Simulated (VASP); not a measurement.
# In: single point with PBEsol

Crystal: In.

```xyz
3
Lattice="5.3153 0.0000 0.0000 -2.6577 4.6032 0.0000 0.0000 0.0000 3.1725" Properties=species:S:1:pos:R:3 pbc="T T T"
In    0.0000    0.0000    0.0000
In    0.0000    3.0688    1.5862
In    2.6577    1.5344    1.5862
```

This isn't the form of In at room conditions, which is tetragonal.

| Item | Value |
| --- | --- |
| Program | VASP 6.6.1 |
| Task | single point |
| Functional | PBEsol |
| Potentials or basis | VASP PAW PBE potentials, release 64 (In_d) |
| Cutoff | 500 eV |
| k mesh | 6 × 6 × 6 |
| Occupations | gaussian, width 0.1 eV |
| Spin | no spin polarisation |

* Pressure: -0.1 GPa
* Band gap on the k mesh: zero (an odd number of electrons rules out a gap without spin polarisation)

Stress tensor (GPa, compression positive):
```
-0.12  0.00  0.00
 0.00 -0.12  0.00
 0.00  0.00  0.06
```

Levels at points of the mesh, in eV from the Fermi level:
| k point | band 15 | band 16 | band 17 | band 18 | band 19 | band 20 | band 21 | band 22 | band 23 | band 24 |
| --- | --- | --- | --- | --- | --- | --- | --- | --- | --- | --- |
| (0.00, 0.00, 0.00) | -14.14 | -9.58 | -2.87 | -2.68 | -1.08 | -1.08 | -0.98 | -0.98 | 5.45 | 8.97 |
| (0.50, 0.00, 0.00) | -14.12 | -7.63 | -7.61 | -4.01 | -3.25 | 3.47 | 3.57 | 4.69 | 4.77 | 6.31 |
| (0.00, 0.00, 0.50) | -14.04 | -5.83 | -4.96 | 1.06 | 1.08 | 1.29 | 1.30 | 1.35 | 1.35 | 2.60 |
| (0.50, 0.00, 0.50) | -14.08 | -4.08 | -3.81 | -3.25 | -2.73 | -0.22 | 0.12 | 0.27 | 1.92 | 6.14 |

Wall time 34 s on 1 thread of AMD EPYC 7R13 Processor (Zen 3), with other jobs on the host, peak memory 0.17 GiB.

Caveat: the PAW data sets were made with another functional, which shifts forces and pressure a little; spin-orbit coupling is left out, which moves the levels of the heavy elements.
